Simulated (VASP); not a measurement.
# Ge (Fmmm) in VASP: a series of runs

The runs below take Ge through single point, with PBEsol+D3(BJ).

All numbers are computed with VASP 6.6.1; they aren't measurements. Logs are shortened: lines on timing, memory, paths and dates and some standing lists are left out, and cuts for length are marked.

## 1. The cell of the first run

The structure is orthorhombic, space group Fmmm (No. 69). Conventional cell: a = 5.261 Å, b = 5.771 Å, c = 10.231 Å, α = 90.00°, β = 90.00°, γ = 90.00°. Ge (site symmetry mm2) has 12 Ge at 2.71 to 3.69 Å within 3.7 Å. Within 3.4 Å of Ge (site symmetry m2m) lie 8 Ge at 2.61 to 3.17 Å.

## 2. Single point, PBEsol+D3(BJ)

Input file INCAR:

```
SYSTEM = Ge
PREC = Accurate
ENCUT = 520
EDIFF = 1E-7
ISMEAR = 0
SIGMA = 0.5
LREAL = .False.
LASPH = .True.
NELM = 80
ALGO = Normal
ISIF = 2
LWAVE = .False.
LCHARG = .True.
GGA = PS
IVDW = 12
LELF = .True.
LVHAR = .True.
NBANDS = 36
```

Input file KPOINTS:

```
regular mesh
0
Gamma
  7 7 7
  0 0 0
```

Input file POSCAR:

```
Ge
1.0
    0.0000000000      2.8857400000      5.1156650000
    2.6304970000      0.0000000000      5.1156650000
    2.6304970000      2.8857400000      0.0000000000
Ge
4
Direct
    0.7818670000      0.7818670000      0.2181330000
    0.2181330000      0.2181330000      0.7818670000
    0.2735100000      0.7264900000      0.2735100000
    0.7264900000      0.2735100000      0.7264900000
```

Potentials or basis: VASP PAW PBE potentials, release 64 (Ge_d).

Launch:

```console
$ cat potpaw_PBE.64/Ge_d/POTCAR > POTCAR
$ mpirun -np 1 vasp_std > vasp.out
```

OUTCAR:

```text
SYSTEM = Ge
   PREC = Accurate
   ENCUT = 520
   EDIFF = 1E-7
   ISMEAR = 0
   LREAL = .False.
   LASPH = .True.
   NELM = 80
   ISIF = 2
   GGA = PS
   IVDW = 12
 IVDW          = 12

 ion  position               nearest neighbor table
   1  0.782  0.782  0.218-   2 2.71   2 2.71   3 2.73   4 2.73
   2  0.218  0.218  0.782-   1 2.71   1 2.71   3 2.73   4 2.73
   3  0.274  0.726  0.274-   4 2.61   4 2.64   4 2.64   2 2.73   1 2.73
   4  0.726  0.274  0.726-   3 2.61   3 2.64   3 2.64   2 2.73   1 2.73

  LATTYP: Found a face centered orthorhombic cell.
 ALAT       =     5.2609940000
 B/A-ratio  =     1.0970322338
 C/A-ratio  =     1.9447522654

  Lattice vectors:

 A1 = (   0.0000000000,   2.8857400000,   5.1156650000)
 A2 = (   2.6304970000,   0.0000000000,   5.1156650000)
 A3 = (   2.6304970000,   2.8857400000,   0.0000000000)

Analysis of symmetry for initial positions (statically):
=====================================================================
 Subroutine PRICEL returns:
 Original cell was already a primitive cell.

 Routine SETGRP: Setting up the symmetry group for a
 face centered orthorhombic supercell.

 Subroutine GETGRP returns: Found  8 space group operations
 (whereof  8 operations were pure point group operations)
 out of a pool of  8 trial point group operations.

The static configuration has the point symmetry D_2h.

Analysis of symmetry for dynamics (positions and initial velocities):
=====================================================================
 Subroutine PRICEL returns:
 Original cell was already a primitive cell.

 Routine SETGRP: Setting up the symmetry group for a
 face centered orthorhombic supercell.

 Subroutine GETGRP returns: Found  8 space group operations
 (whereof  8 operations were pure point group operations)
 out of a pool of  8 trial point group operations.

The dynamic configuration has the point symmetry D_2h.

 Subroutine INISYM returns: Found  8 space group operations
 (whereof  8 operations are pure point group operations),
 and found     1 'primitive' translations

----------------------------------------------------------------------------------------

                                     Primitive cell

  volume of cell :      77.6653

  direct lattice vectors                    reciprocal lattice vectors
     0.000000000  2.885740000  5.115665000    -0.190078149  0.173265783  0.097739004
     2.630497000  0.000000000  5.115665000     0.190078149 -0.173265783  0.097739004
     2.630497000  2.885740000  0.000000000     0.190078149  0.173265783 -0.097739004

  length of vectors
     5.873459265  5.752351072  3.904741965     0.275142957  0.275142957  0.275142957

  position of ions in fractional coordinates (direct lattice)
     0.781867000  0.781867000  0.218133000
     0.218133000  0.218133000  0.781867000
     0.273510000  0.726490000  0.273510000
     0.726490000  0.273510000  0.726490000

  ion indices of the primitive-cell ions
   primitive index   ion index
                 1           1
                 2           2
                 3           3
                 4           4

----------------------------------------------------------------------------------------

 KPOINTS: regular mesh

Automatic generation of k-mesh.
 Grid dimensions read from file:
 generate k-points for:    7    7    7

 Generating k-lattice:

  Cartesian coordinates                     Fractional coordinates (reciprocal lattice)
    -0.027154021  0.024752255  0.013962715     0.142857143 -0.000000000 -0.000000000
     0.027154021 -0.024752255  0.013962715     0.000000000  0.142857143  0.000000000
     0.027154021  0.024752255 -0.013962715     0.000000000  0.000000000  0.142857143

  Length of vectors
     0.039306137  0.039306137  0.039306137

  Shift w.r.t. Gamma in fractional coordinates (k-lattice)
     0.000000000  0.000000000  0.000000000

 Subroutine IBZKPT returns following result:
 ===========================================

 Found     64 irreducible k-points:

 Following reciprocal coordinates:
            Coordinates               Weight
  0.000000  0.000000  0.000000      1.000000
  0.142857  0.000000  0.000000      8.000000
  0.285714  0.000000  0.000000      8.000000
  0.428571  0.000000  0.000000      8.000000
  0.142857  0.142857  0.000000      2.000000
  0.285714  0.142857  0.000000      8.000000
[... 16 lines left out ...]
  0.000000  0.142857  0.142857      2.000000
  0.285714  0.142857  0.142857      4.000000
 [... further k-points ...]
   k-points           NKPTS =     64   k-points in BZ     NKDIM =     64   number of bands    NBANDS=     36
   number of dos      NEDOS =    301   number of ions     NIONS =      4
   total plane-waves  NPLWV =  69120
   dimension x,y,z NGX =    48 NGY =   48 NGZ =   30
   dimension x,y,z NGXF=    96 NGYF=   96 NGZF=   60
   ions per type =               4
   NGX,Y,Z   is equivalent  to a cutoff of  13.59, 13.87, 12.77 a.u.
   NGXF,Y,Z  is equivalent  to a cutoff of  27.17, 27.74, 25.55 a.u.
 SYSTEM =  Ge
   PREC   = accura    normal or accurate (medium, high low for compatibility)
   ISTART =      0    job   : 0-new  1-cont  2-samecut
   ICHARG =      2    charge: 1-file 2-atom 10-const
   ISPIN  =      1    spin polarized calculation?
   LNONCOLLINEAR =      F non collinear calculations
   LSORBIT =      F    spin-orbit coupling
   LASPH  =      T    aspherical Exc in radial PAW
   ENCUT  =  520.0 eV  38.22 Ry    6.18 a.u.  10.92 10.70  7.26*2*pi/ulx,y,z
   NELM   =     80;   NELMIN=  2; NELMDL= -5     # of ELM steps
   EDIFF  = 0.1E-06   stopping-criterion for ELM
   LREAL  =      F    real-space projection
   EDIFFG = 0.1E-05   stopping-criterion for IOM
   NSW    =      0    number of steps for IOM
   IBRION =     -1    ionic relax: 0-MD 1-quasi-New 2-CG
   NFREE  =      0    steps in history (QN), initial steepest desc. (CG)
   ISIF   =      2    stress and relaxation
   ISYM   =      2    0-nonsym 1-usesym 2-fastsym
   POTIM  = 0.5000    time-step for ionic-motion
   TEBEG  =    0.0;   TEEND  =   0.0 temperature during run
   PSTRESS=    0.0 pullay stress
   NELECT =      56.0000    total number of electrons
   NUPDOWN=      -1.0000    fix difference up-down
   EMIN   =  10.00;   EMAX   =-10.00  energy-range for DOS
   EFERMI =   0.00;   METHOD = LEGACY
   ISMEAR =     0;   SIGMA  =   0.50  broadening in eV -4-tet -1-fermi 0-gaus
   EFERMI_NEDOS =   21; number of points for ismear=-14 and -15
   IALGO  =     38    algorithm
   IMIX   =      4    mixing-type and parameters
     AMIX     =   0.40;   BMIX     =  1.00
     AMIX_MAG =   1.60;   BMIX_MAG =  1.00
  volume/ion in A,a.u.               =      19.42       131.03
  Fermi-wavevector in a.u.,A,eV,Ry     =   1.468008  2.774133 29.321208  2.155048
  Thomas-Fermi vector in A             =   2.583557
   LORBIT       =      0    0 simple, 1 ext, 2 COOP (PROOUT), +10 PAW based schemes
   GGA     = PS    functional components
   LHFCALC =     F    Hartree Fock is set to
   AEXX    =    0.0000 exact exchange contribution
   IVDW    =    12    specifies the selected vdW correction
   LEPSILON=     F    determine dielectric tensor
   LRPA    =     F    only Hartree local field effects (RPA)
 non-spin polarized calculation
 Gauss-broadening in eV      SIGMA  =   0.50
  energy-cutoff  :      520.00
  volume of cell :       77.67
 maximum number of plane-waves:      2111
 NGX is ok and might be reduce to    48
   NGX = 21   NGY = 21   NGZ = 15

 number of electron      55.9999999 magnetization

 Free energy of the ion-electron system (eV)
  ---------------------------------------------------
  ext. energy  EPLUGINS =         0.00000000
  ---------------------------------------------------
  free energy    TOTEN  =       -19.11357720 eV

  energy without entropy =      -18.92647239  energy(sigma->0) =      -19.02002480

 E-fermi :   6.1226     XC(G=0): -11.2299

 val. band max:        6.0822022464   @ k =   0.2857   0.1429   0.0000
 cond. band min:       6.1385330597   @ k =  -0.4286   0.4286   0.0000
 fundamental gap:      0.0563308133
 Fermi energy:         6.1226132080

 k-point     1 :       0.0000    0.0000    0.0000
  band No.  band energies     occupation
      1     -18.5109      2.00000
      2     -18.4603      2.00000
      3     -18.4268      2.00000
      4     -18.4171      2.00000
      5     -18.4130      2.00000
      6     -18.4090      2.00000
[... 28 lines left out ...]
     35      13.3609      0.00000
     36      13.5374      0.00000

 k-point     2 :       0.1429    0.0000    0.0000
  band No.  band energies     occupation
      1     -18.4988      2.00000
      2     -18.4541      2.00000
      3     -18.4273      2.00000
      4     -18.4148      2.00000
      5     -18.4084      2.00000
      6     -18.4075      2.00000
[... 28 lines left out ...]
     35      12.7983      0.00000
     36      13.2805      0.00000

 k-point     3 :       0.2857    0.0000    0.0000
  band No.  band energies     occupation
      1     -18.4655      2.00000
      2     -18.4371      2.00000
      3     -18.4309      2.00000
      4     -18.4176      2.00000
      5     -18.4013      2.00000
      6     -18.3938      2.00000
[... 28 lines left out ...]
     35      12.8241      0.00000
     36      13.0164      0.00000
[... 742 lines left out ...]
 k-point    23 :       0.0000    0.1429    0.1429
  band No.  band energies     occupation
      1     -18.4803      2.00000
      2     -18.4502      2.00000
      3     -18.4327      2.00000
      4     -18.4119      2.00000
      5     -18.4086      2.00000
      6     -18.4074      2.00000
[... 28 lines left out ...]
     35      12.2179      0.00000
     36      13.4574      0.00000

 k-point    24 :       0.2857    0.1429    0.1429
  band No.  band energies     occupation
      1     -18.4991      2.00000
      2     -18.4444      2.00000
      3     -18.4284      2.00000
      4     -18.4186      2.00000
      5     -18.4078      2.00000
      6     -18.4018      2.00000
[... 28 lines left out ...]
     35      12.7207      0.00000
     36      13.5106      0.00000

 [... further k-points ...]

------------------------ aborting loop because EDIFF is reached ----------------------------------------

 Edisp (eV)   -1.26683

 E8    (eV) :    -0.8447

  FORCE on cell =-STRESS in cart. coord.  units (eV):
  Direction    XX          YY          ZZ          XY          YZ          ZX
  --------------------------------------------------------------------------------------
  -------------------------------------------------------------------------------------
  Total      -2.86828    -2.71056    -3.09794     0.00000     0.00000     0.00000
  in kB     -59.17057   -55.91687   -63.90824     0.00000     0.00000     0.00000
  external pressure =      -59.67 kB  Pullay stress =        0.00 kB

 VOLUME and BASIS-vectors are now :
 -----------------------------------------------------------------------------
  energy-cutoff  :      520.00
  volume of cell :       77.67
      direct lattice vectors                 reciprocal lattice vectors
     0.000000000  2.885740000  5.115665000    -0.190078149  0.173265783  0.097739004
     2.630497000  0.000000000  5.115665000     0.190078149 -0.173265783  0.097739004
     2.630497000  2.885740000  0.000000000     0.190078149  0.173265783 -0.097739004

 POSITION                                       TOTAL-FORCE (eV/Angst)
 -----------------------------------------------------------------------------------
      2.63050      2.88574      7.99954         0.000000     -0.000000     -0.042494
      2.63050      2.88574      2.23179         0.000000     -0.000000      0.042494
      2.63050      1.57856      5.11566         0.000000      0.006574      0.000000
      2.63050      4.19292      5.11566         0.000000     -0.006574      0.000000
 -----------------------------------------------------------------------------------
    total drift:                                0.000000      0.000000      0.000000

  FREE ENERGIE OF THE ION-ELECTRON SYSTEM (eV)
  ---------------------------------------------------
  free  energy   TOTEN  =       -20.3804094007 eV

  energy  without entropy=      -20.1933045983  energy(sigma->0) =      -20.28685700
```

Run time: 2.8 min. Hardware: 1 thread of Intel Xeon Platinum 8559C (Emerald Rapids), shared host; peak memory 0.32 GiB.

What came out:

* Free energy: -20.3804 eV
* Pressure: -6.0 GPa
* Largest force: 0.042 eV/Å
* Band gap on the k mesh: zero (bands 28 and 29 overlap by 2.71 eV)
* Dispersion energy per atom: -0.317 eV

Forces in eV/Å, atoms in the order of the input:
```
Ge   0.000  0.000 -0.042
Ge   0.000  0.000  0.042
Ge   0.000  0.007  0.000
Ge   0.000 -0.007  0.000
```

Levels at points of the mesh, in eV from the Fermi level:
```tsv
k point	band 25	band 26	band 27	band 28	band 29	band 30	band 31	band 32
(0.00, 0.00, 0.00)	-2.84	-2.28	-1.93	-1.77	-1.54	2.95	3.73	4.10
```

Caveat: the cell stands under tension; so wide a smearing shifts energies and pressures; the PAW data sets were made with another functional, which shifts forces and pressure a little.

## 3. Single point, PBEsol+D3(BJ)

Input file INCAR:

```
SYSTEM = Ge
PREC     = Accurate       ! precision mode
ENCUT    = 520            ! plane-wave cutoff, eV
EDIFF    = 1E-6           ! SCF threshold, eV
ISMEAR   = 0              ! smearing method
SIGMA    = 0.3            ! smearing width, eV
LREAL    = .False.        ! projectors in reciprocal space
LASPH    = .True.         ! aspherical terms in the spheres
NELM     = 60             ! most SCF steps
ALGO     = Normal         ! electronic algorithm
ISIF     = 2              ! what is computed and relaxed
LWAVE    = .False.        ! write WAVECAR
LCHARG   = .True.         ! write CHGCAR
GGA      = PS             ! functional
IVDW     = 12             ! dispersion correction
LELF     = .True.         ! ELF
LVHAR    = .True.       
NBANDS   = 36             ! bands
```

Input file KPOINTS:

```
Automatic mesh
0
Gamma
  7 7 7
  0 0 0
```

POSCAR is that of step 2.

Potentials or basis: VASP PAW PBE potentials, release 64 (Ge_d).

Launch:

```console
$ cat potpaw_PBE.64/Ge_d/POTCAR > POTCAR
$ mpirun -np 1 vasp_std > vasp.out
```

It took 2.4 min on 1 thread of Intel Xeon Platinum 8559C (Emerald Rapids), shared host; peak memory 0.32 GiB.

The run converged. Its results:

| Item | Value |
| --- | --- |
| Free energy | -20.3207 eV |
| Pressure | -6.4 GPa |
| Largest force | 0.048 eV/Å |
| Band gap on the k mesh | zero (bands 28 and 29 overlap by 2.71 eV) |
| Dispersion energy per atom | -0.317 eV |

Forces in eV/Å, atoms in the order of the input:
```
Ge   0.000  0.000 -0.048
Ge   0.000  0.000  0.048
Ge   0.000  0.028  0.000
Ge   0.000 -0.028  0.000
```

Stress tensor (GPa, compression positive):
```
-6.66  0.00  0.00
 0.00 -5.83  0.00
 0.00  0.00 -6.60
```

Levels at points of the mesh, in eV from the Fermi level:
| k point | band 26 | band 27 | band 28 | band 29 | band 30 | band 31 |
| --- | --- | --- | --- | --- | --- | --- |
| (0.00, 0.00, 0.00) | -2.28 | -1.92 | -1.76 | -1.53 | 2.96 | 3.73 |

Caveat: the cell stands under tension; so wide a smearing shifts energies and pressures; the PAW data sets were made with another functional, which shifts forces and pressure a little.

The gap in the log of VASP goes by the Fermi energy; the results here count the filled bands.